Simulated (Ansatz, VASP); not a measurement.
## NbAs in VASP and in Ansatz

```
CELL_PARAMETERS angstrom
0.00000 2.90678 2.90678
2.90678 0.00000 2.90678
2.90678 2.90678 0.00000
ATOMIC_POSITIONS crystal
Nb 0.00000 0.00000 0.00000
As 0.25000 0.25000 0.25000
```

Alike in both runs: functional PBE; k mesh 12 × 12 × 12; occupations gaussian, width 0.1 eV; no spin polarisation.

Ansatz relaxed the structure, and its values are those at the end. VASP's run is a single point on that final structure, the one shown.

|  | VASP | Ansatz |
| --- | --- | --- |
| version | VASP 6.6.1 | Ansatz 0.2.0 |
| potentials or method | VASP PAW PBE potentials, release 64 (Nb_sv, As), cutoff 500 eV | scalar-relativistic, plane waves, PAW |
| valence electrons in the cell | 18 | 28 |

```tsv
	VASP	Ansatz	Ansatz less VASP
gap on the k mesh at the Fermi level (eV)	none	none	-
pressure (GPa)	0.1	0.0	-0.04
```

A gap of «none» marks a metal or a gap that the smearing closes. VASP's potentials hold 18 valence electrons a cell and Ansatz's 28, so a difference there can come from the potentials and not from the codes.
